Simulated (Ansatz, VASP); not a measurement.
Two plane-wave programs on Ge3Te2O

The input INCAR:

```
PREC     = Accurate       # precision mode
ENCUT    = 600            # plane-wave cutoff, eV
EDIFF    = 1E-7           # SCF threshold, eV
ISMEAR   = 0              # smearing method
SIGMA    = 0.1            # smearing width, eV
LREAL    = False          # projectors in reciprocal space
LASPH    = True           # aspherical terms in the spheres
NELM     = 60             # most SCF steps
ALGO     = Normal         # electronic algorithm
ISIF     = 3              # what is computed and relaxed
LWAVE    = False          # write WAVECAR
LCHARG   = False          # write CHGCAR
GGA      = PE             # functional
IBRION   = 2              # ionic algorithm
NSW      = 90             # ionic steps
EDIFFG   = -0.04          # ionic threshold
```

File KPOINTS:

```
regular mesh
0
Gamma
  4 4 2
```

File POSCAR:

```
Ge3Te2O
1.0
    3.9334398400      0.0000000000      0.0000000000
    0.0000000000      3.9334398400      0.0000000000
    0.0000000000      0.0000000000      8.6775432500
Ge Te O
3 2 1
Direct
    0.5000000000      0.0000000000      0.3837740100
    0.0000000000      0.5000000000      0.6162259900
    0.0000000000      0.0000000000      0.0000000000
    0.5000000000      0.0000000000      0.7391930200
    0.0000000000      0.5000000000      0.2608069800
    0.5000000000      0.5000000000      0.0000000000
```

Input for Ansatz:

```yaml
crystal:
  lattice:
    - [3.93343984, 0.0, 0.0]
    - [0.0, 3.93343984, 0.0]
    - [0.0, 0.0, 8.67754325]
  atoms:
    - { symbol: Ge, position: [0.5, 0.0, 0.38377401] }
    - { symbol: Ge, position: [0.0, 0.5, 0.61622599] }
    - { symbol: Ge, position: [0.0, 0.0, 0.0] }
    - { symbol: Te, position: [0.5, 0.0, 0.73919302] }
    - { symbol: Te, position: [0.0, 0.5, 0.26080698] }
    - { symbol: O, position: [0.5, 0.5, 0.0] }
basis:
  ecutwfc: 420
kpoints:
  mp_grid: { grid: [4, 4, 2] }
hamiltonian:
  xc: pbe
scf:
  occupations: { method: gaussian, width: 0.1 }
  lower_state_search: "off"
output:
  forces: true
  stress: true
  eigenvalues: true
relax:
  adjacent_minimum: "off"
  f_tol: 0.04
  max_steps: 70
  cell: { stress_tol: 0.4 }
```

Change from the starting cell: species swapped into the Zr2Sb3Pd type (P-4m2, No. 115).

Alike in both runs: task relaxation of cell and atoms; functional PBE; k mesh 4 × 4 × 2; occupations gaussian, width 0.1 eV; no spin polarisation.

|  | VASP | Ansatz |
| --- | --- | --- |
| version | VASP 6.6.1 | Ansatz 0.2.0 |
| potentials or method | VASP PAW PBE potentials, release 64 (Ge_d, Te, O), cutoff 600 eV | scalar-relativistic, plane waves, PAW |
| valence electrons in the cell | 60 | 80 |

```tsv
	VASP	Ansatz	Ansatz less VASP
gap on the k mesh at the Fermi level, each at its own relaxed structure (eV)	none	none	-
relaxed volume (Å³/atom)	21.85	21.90	+0.046
relaxed length of the cell vector where the two differ most in proportion (Å)	3.805	3.812	+0.0072
```

A gap of «none» marks a metal or a gap that the smearing closes. VASP's potentials hold 60 valence electrons a cell and Ansatz's 80, so a difference there can come from the potentials and not from the codes.

The k mesh is coarse, so the values compare programs but aren't converged. Spin-orbit coupling is off throughout.
